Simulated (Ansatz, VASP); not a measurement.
MgO: VASP beside Ansatz

```
CELL_PARAMETERS angstrom
0.00000 2.28201 2.28201
2.28201 0.00000 2.28201
2.28201 2.28201 0.00000
ATOMIC_POSITIONS crystal
Mg 0.00000 0.00000 0.00000
O 0.25000 0.25000 0.25000
```

Alike in both runs: task single point; functional PBE0; k mesh 6 × 6 × 6; no spin polarisation.

```csv
,VASP,Ansatz
version,VASP 6.6.1,Ansatz 0.2.0
potentials or method,"VASP PAW PBE potentials, release 64 (Mg, O)","plane waves, PAW"
plane-wave cutoff (eV),520,420
occupations,"gaussian, width 0.01 eV",fixed
valence electrons in the cell,8,16
```

VASP gave:

| Item | Value |
| --- | --- |
| gap on the k mesh at the Fermi level (eV) | 5.97 |
| pressure (GPa) | -0.2 |

**Question.** Estimate Ansatz's values.

**Answer.** gap on the k mesh at the Fermi level (eV): 5.98; pressure (GPa): 0.0.

VASP's potentials hold 8 valence electrons a cell and Ansatz's 16, so a difference there can come from the potentials and not from the codes. Ansatz's warnings: stress exchange threshold loose, stress scf threshold loose.
